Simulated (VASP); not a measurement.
# Bi (P6_3/mmc) in VASP: a series of runs

Runs on Bi. Level: PBE. Tasks: single point.

Everything below comes from runs of VASP 6.6.1. Logs are shortened: lines on timing, memory, paths and dates and some standing lists are left out, and cuts for length are marked.

## 1. The cell of the first run

Symmetry: P6_3/mmc, No. 194, hexagonal system. Conventional cell: a = 3.002 Å, b = 3.002 Å, c = 4.874 Å, α = 90.00°, β = 90.00°, γ = 120.00°. Within 3.9 Å of Bi (site symmetry -6m2) lie 12 Bi at 2.99 to 3.00 Å.

## 2. Single point, PBE

INCAR reads:

```
SYSTEM = Bi
PREC = Accurate
ENCUT = 520
EDIFF = 1E-6
ISMEAR = -1
SIGMA = 0.05
LREAL = .False.
LASPH = .True.
NELM = 80
ALGO = Normal
ISIF = 2
LWAVE = .False.
LCHARG = .False.
GGA = PE
NBANDS = 22
```

KPOINTS reads:

```
Automatic mesh
0
Gamma
  14 14 8
  0 0 0
```

POSCAR reads:

```
Bi
1.0
    3.0020149368      0.0000000000      0.0000000000
   -1.5010074684      2.5998211978      0.0000000000
    0.0000000000      0.0000000000      4.8744424456
Bi
2
Direct
    0.3333333333      0.6666666667      0.2500000000
    0.6666666667      0.3333333333      0.7500000000
```

Potentials or basis: VASP PAW PBE potentials, release 64 (Bi_d).

Command:

```bash
cat potpaw_PBE.64/Bi_d/POTCAR > POTCAR
mpirun -np 1 vasp_std > vasp.out
```

OUTCAR:

```text
SYSTEM = Bi
   PREC = Accurate
   ENCUT = 520
   EDIFF = 1E-6
   ISMEAR = -1
   LREAL = .False.
   LASPH = .True.
   NELM = 80
   ISIF = 2
   GGA = PE

 ion  position               nearest neighbor table
   1  0.333  0.667  0.250-   2 2.99   2 2.99   2 2.99   2 2.99   2 2.99   2 2.99
   2  0.667  0.333  0.750-   1 2.99   1 2.99   1 2.99   1 2.99   1 2.99   1 2.99

  LATTYP: Found a hexagonal cell.
 ALAT       =     3.0020149368
 C/A-ratio  =     1.6237235817

  Lattice vectors:

 A1 = (   3.0020149368,   0.0000000000,   0.0000000000)
 A2 = (  -1.5010074684,   2.5998211978,   0.0000000000)
 A3 = (   0.0000000000,   0.0000000000,   4.8744424456)

Analysis of symmetry for initial positions (statically):
=====================================================================
 Subroutine PRICEL returns:
 Original cell was already a primitive cell.

 Routine SETGRP: Setting up the symmetry group for a
 hexagonal supercell.

 Subroutine GETGRP returns: Found 24 space group operations
 (whereof 12 operations were pure point group operations)
 out of a pool of 24 trial point group operations.

The static configuration has the point symmetry D_3d.
 The point group associated with its full space group is D_6h.

Analysis of symmetry for dynamics (positions and initial velocities):
=====================================================================
 Subroutine PRICEL returns:
 Original cell was already a primitive cell.

 Routine SETGRP: Setting up the symmetry group for a
 hexagonal supercell.

 Subroutine GETGRP returns: Found 24 space group operations
 (whereof 12 operations were pure point group operations)
 out of a pool of 24 trial point group operations.

The dynamic configuration has the point symmetry D_3d.
 The point group associated with its full space group is D_6h.

 Subroutine INISYM returns: Found 24 space group operations
 (whereof 12 operations are pure point group operations),
 and found     1 'primitive' translations

----------------------------------------------------------------------------------------

                                     Primitive cell

  volume of cell :      38.0436

  direct lattice vectors                    reciprocal lattice vectors
     3.002014937  0.000000000  0.000000000     0.333109602  0.192320918  0.000000000
    -1.501007468  2.599821198  0.000000000     0.000000000  0.384641836  0.000000000
     0.000000000  0.000000000  4.874442446     0.000000000  0.000000000  0.205151668

  length of vectors
     3.002014937  3.002014937  4.874442446     0.384641836  0.384641836  0.205151668

  position of ions in fractional coordinates (direct lattice)
     0.333333333  0.666666667  0.250000000
     0.666666667  0.333333333  0.750000000

  ion indices of the primitive-cell ions
   primitive index   ion index
                 1           1
                 2           2

----------------------------------------------------------------------------------------

 KPOINTS: Automatic mesh

Automatic generation of k-mesh.
 Grid dimensions read from file:
 generate k-points for:   14   14    8

 Generating k-lattice:

  Cartesian coordinates                     Fractional coordinates (reciprocal lattice)
     0.023793543  0.013737208  0.000000000     0.071428571  0.000000000  0.000000000
     0.000000000  0.027474417  0.000000000     0.000000000  0.071428571  0.000000000
     0.000000000  0.000000000  0.025643959     0.000000000  0.000000000  0.125000000

  Length of vectors
     0.027474417  0.027474417  0.025643959

  Shift w.r.t. Gamma in fractional coordinates (k-lattice)
     0.000000000  0.000000000  0.000000000

 Subroutine IBZKPT returns following result:
 ===========================================

 Found    120 irreducible k-points:

 Following reciprocal coordinates:
            Coordinates               Weight
  0.000000  0.000000  0.000000      1.000000
  0.071429 -0.000000  0.000000      6.000000
  0.142857  0.000000  0.000000      6.000000
  0.214286  0.000000  0.000000      6.000000
  0.285714  0.000000  0.000000      6.000000
  0.357143  0.000000  0.000000      6.000000
[... 16 lines left out ...]
  0.285714  0.285714  0.000000      6.000000
  0.357143  0.285714  0.000000      6.000000
 [... further k-points ...]
   k-points           NKPTS =    120   k-points in BZ     NKDIM =    120   number of bands    NBANDS=     22
   number of dos      NEDOS =    301   number of ions     NIONS =      2
   total plane-waves  NPLWV =  20736
   dimension x,y,z NGX =    24 NGY =   24 NGZ =   36
   dimension x,y,z NGXF=    48 NGYF=   48 NGZF=   72
   ions per type =               2
   NGX,Y,Z   is equivalent  to a cutoff of  13.29, 13.29, 12.28 a.u.
   NGXF,Y,Z  is equivalent  to a cutoff of  26.58, 26.58, 24.56 a.u.
 SYSTEM =  Bi
   PREC   = accura    normal or accurate (medium, high low for compatibility)
   ISTART =      0    job   : 0-new  1-cont  2-samecut
   ICHARG =      2    charge: 1-file 2-atom 10-const
   ISPIN  =      1    spin polarized calculation?
   LNONCOLLINEAR =      F non collinear calculations
   LSORBIT =      F    spin-orbit coupling
   LASPH  =      T    aspherical Exc in radial PAW
   ENCUT  =  520.0 eV  38.22 Ry    6.18 a.u.   5.58  5.58  9.06*2*pi/ulx,y,z
   NELM   =     80;   NELMIN=  2; NELMDL= -5     # of ELM steps
   EDIFF  = 0.1E-05   stopping-criterion for ELM
   LREAL  =      F    real-space projection
   EDIFFG = 0.1E-04   stopping-criterion for IOM
   NSW    =      0    number of steps for IOM
   IBRION =     -1    ionic relax: 0-MD 1-quasi-New 2-CG
   NFREE  =      0    steps in history (QN), initial steepest desc. (CG)
   ISIF   =      2    stress and relaxation
   ISYM   =      2    0-nonsym 1-usesym 2-fastsym
   POTIM  = 0.5000    time-step for ionic-motion
   TEBEG  =    0.0;   TEEND  =   0.0 temperature during run
   PSTRESS=    0.0 pullay stress
   NELECT =      30.0000    total number of electrons
   NUPDOWN=      -1.0000    fix difference up-down
   EMIN   =  10.00;   EMAX   =-10.00  energy-range for DOS
   EFERMI =   0.00;   METHOD = LEGACY
   ISMEAR =    -1;   SIGMA  =   0.05  broadening in eV -4-tet -1-fermi 0-gaus
   EFERMI_NEDOS =   21; number of points for ismear=-14 and -15
   IALGO  =     38    algorithm
   IMIX   =      4    mixing-type and parameters
     AMIX     =   0.40;   BMIX     =  1.00
     AMIX_MAG =   1.60;   BMIX_MAG =  1.00
  volume/ion in A,a.u.               =      19.02       128.37
  Fermi-wavevector in a.u.,A,eV,Ry     =   1.512475  2.858163 31.124417  2.287580
  Thomas-Fermi vector in A             =   2.622394
   LORBIT       =      0    0 simple, 1 ext, 2 COOP (PROOUT), +10 PAW based schemes
   GGA     = PE    functional components
   LHFCALC =     F    Hartree Fock is set to
   AEXX    =    0.0000 exact exchange contribution
   IVDW    =     0    specifies the selected vdW correction
   LEPSILON=     F    determine dielectric tensor
   LRPA    =     F    only Hartree local field effects (RPA)
 non-spin polarized calculation
  energy-cutoff  :      520.00
  volume of cell :       38.04
 maximum number of plane-waves:      1049
 NGX is ok and might be reduce to    24
   NGX = 11   NGY = 11   NGZ = 19

 number of electron      30.0000002 magnetization

 Free energy of the ion-electron system (eV)
  ---------------------------------------------------
  ext. energy  EPLUGINS =         0.00000000
  ---------------------------------------------------
  free energy    TOTEN  =        -3.23702178 eV

  energy without entropy =       -3.22632480  energy(sigma->0) =       -3.23167329

 E-fermi :  15.9206     XC(G=0): -12.8737

 val. band max:       15.8983369056   @ k =   0.5000   0.0000   0.0000
 cond. band min:      15.9227225816   @ k =   0.2857   0.1429   0.0000
 fundamental gap:      0.0243856761
 Fermi energy:        15.9205982648

 k-point     1 :       0.0000    0.0000    0.0000
  band No.  band energies     occupation
      1      -8.3071      2.00000
      2      -8.1660      2.00000
      3      -8.1050      2.00000
      4      -8.1050      2.00000
      5      -8.0487      2.00000
      6      -8.0487      2.00000
[... 14 lines left out ...]
     21      27.3914      0.00000
     22      28.9608      0.00000

 k-point     2 :       0.0714   -0.0000    0.0000
  band No.  band energies     occupation
      1      -8.2925      2.00000
      2      -8.1764      2.00000
      3      -8.0849      2.00000
      4      -8.0764      2.00000
      5      -8.0468      2.00000
      6      -8.0213      2.00000
[... 14 lines left out ...]
     21      26.4085      0.00000
     22      27.7304      0.00000

 k-point     3 :       0.1429    0.0000    0.0000
  band No.  band energies     occupation
      1      -8.2910      2.00000
      2      -8.1693      2.00000
      3      -8.0669      2.00000
      4      -8.0075      2.00000
      5      -8.0016      2.00000
      6      -7.9956      2.00000
[... 14 lines left out ...]
     21      25.9470      0.00000
     22      26.3346      0.00000

 k-point     4 :       0.2143    0.0000    0.0000
  band No.  band energies     occupation
      1      -8.3457      2.00000
      2      -8.1287      2.00000
      3      -8.0777      2.00000
      4      -8.0601      2.00000
      5      -8.0342      2.00000
      6      -7.8959      2.00000
[... 14 lines left out ...]
     21      26.0300      0.00000
     22      26.7826      0.00000

 k-point     5 :       0.2857    0.0000    0.0000
  band No.  band energies     occupation
      1      -8.4159      2.00000
      2      -8.1630      2.00000
      3      -8.1461      2.00000
      4      -8.0782      2.00000
      5      -7.9934      2.00000
      6      -7.7744      2.00000
[... 417 lines left out ...]
 k-point    22 :       0.3571    0.2143    0.0000
  band No.  band energies     occupation
      1      -8.3732      2.00000
      2      -8.2765      2.00000
      3      -8.0798      2.00000
      4      -8.0562      2.00000
      5      -7.9237      2.00000
      6      -7.8469      2.00000
[... 14 lines left out ...]
     21      30.4191      0.00000
     22      30.4732      0.00000

 k-point    23 :       0.2857    0.2857    0.0000
  band No.  band energies     occupation
      1      -8.3800      2.00000
      2      -8.1349      2.00000
      3      -8.1215      2.00000
      4      -8.0614      2.00000
      5      -7.9370      2.00000
      6      -7.8043      2.00000
[... 14 lines left out ...]
     21      29.3674      0.00000
     22      30.7416      0.00000

 k-point    24 :       0.3571    0.2857    0.0000
  band No.  band energies     occupation
      1      -8.3950      2.00000
      2      -8.1321      2.00000
      3      -8.0400      2.00000
      4      -8.0339      2.00000
      5      -7.9711      2.00000
      6      -7.8741      2.00000
[... 14 lines left out ...]
     21      30.4817      0.00000
     22      31.3904      0.00000

 [... further k-points ...]
[... 5 lines left out ...]
  --------------------------------------------------------------------------------------
  -------------------------------------------------------------------------------------
  Total       20.7225480     20.7225480     20.7268269      0.0000000      0.0000000      0.0000000
  in kB      872.7150404    872.7150404    872.8952434      0.0000000      0.0000000      0.0000000
  external PRESSURE =     872.7751080 kB  Pullay stress =       0.0000000 kB

 VOLUME and BASIS-vectors are now :
 -----------------------------------------------------------------------------
  energy-cutoff  :      520.00
  volume of cell :       38.04
      direct lattice vectors                 reciprocal lattice vectors
     3.002014937  0.000000000  0.000000000     0.333109602  0.192320918  0.000000000
    -1.501007468  2.599821198  0.000000000     0.000000000  0.384641836  0.000000000
     0.000000000  0.000000000  4.874442446     0.000000000  0.000000000  0.205151668

 POSITION                                       TOTAL-FORCE (eV/Angst)
 -----------------------------------------------------------------------------------
     -0.00000      1.73321      1.21861         0.000000      0.000000      0.000000
      1.50101      0.86661      3.65583        -0.000000     -0.000000      0.000000
 -----------------------------------------------------------------------------------
    total drift:                               -0.000000      0.000000      0.000000

  FREE ENERGIE OF THE ION-ELECTRON SYSTEM (eV)
  ---------------------------------------------------
  free  energy   TOTEN  =        -3.2370217816 eV

  energy  without entropy=       -3.2263247960  energy(sigma->0) =       -3.23167329
```

It took 64 s on 1 thread of AMD EPYC 9R45 (Zen 5), shared host; peak memory 0.17 GiB.

What came out:

| Property | Result |
| --- | --- |
| Free energy | -3.2370 eV |
| Pressure | 87.3 GPa |
| Band gap on the k mesh | zero (band 15 reaches 22.85 eV, above the bottom of band 16 at 11.33 eV) |

Levels at points of the mesh, in eV from the Fermi level:
| k point | band 11 | band 12 | band 13 | band 14 | band 15 | band 16 | band 17 | band 18 | band 19 | band 20 |
| --- | --- | --- | --- | --- | --- | --- | --- | --- | --- | --- |
| (0.00, 0.00, 0.00) | -18.47 | -11.96 | -9.10 | 5.64 | 5.64 | 7.69 | 8.52 | 8.53 | 8.53 | 8.58 |
| (0.50, 0.00, 0.00) | -12.62 | -11.11 | -5.90 | -4.66 | -3.60 | -0.36 | -0.02 | 5.51 | 5.67 | 7.14 |
| (0.00, 0.00, 0.50) | -16.59 | -16.59 | -0.91 | -0.91 | 6.93 | 6.93 | 6.93 | 6.93 | 7.77 | 7.77 |
| (0.50, 0.00, 0.50) | -11.11 | -11.11 | -8.29 | -8.29 | 2.18 | 2.18 | 2.85 | 2.85 | 6.06 | 6.06 |

Caveat: spin-orbit coupling is left out, which moves the levels of the heavy elements.

[end of part 1 of 2]
